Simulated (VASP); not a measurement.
Crystal: Pt.

```
Pt
1.0
    -1.55688    1.55688    1.55688
     1.55688   -1.55688    1.55688
     1.55688    1.55688   -1.55688
Pt
1
Direct
  0.00000 0.00000 0.00000
```

This isn't the form of Pt at room conditions, which is fcc.

- Program: VASP 6.6.1
- Task: relaxation of cell and atoms
- Functional: r2SCAN
- Potentials or basis: VASP PAW PBE potentials, release 64 (Pt)
- Cutoff: 600 eV
- k mesh: 14 × 14 × 14
- Occupations: fermi-dirac, width 0.05 eV
- Spin: collinear spin
- Starting moments: [1.0] μB

At the start: pressure 7.9 GPa; volume 15.09 Å³/atom.

**Question.** How do energy, volume and symmetry change on relaxing?

**Answer.** Over 4 steps the energy falls by 10.2 meV/atom and the volume is 15.52 Å³/atom (+2.8 %); space group Im-3m (No. 229, to 0.1 Å) before and after; moment 0.00 μB per cell.

Step by step:
```csv
step,energy change (eV),largest force (eV/Å),pressure (GPa),volume (Å³)
1,0.0000,0.0000,7.89,15.09
2,0.0597,0.0000,-16.37,16.78
3,-0.0101,0.0000,-0.24,15.54
4,-0.0102,0.0000,-0.01,15.52
```

Final structure:
```xyz
1
Lattice="-1.5715 1.5715 1.5715 1.5715 -1.5715 1.5715 1.5715 1.5715 -1.5715" Properties=species:S:1:pos:R:3 pbc="T T T"
Pt    0.0000    0.0000    0.0000
```

Caveat: the PAW data sets were made with another functional, which shifts forces and pressure a little.
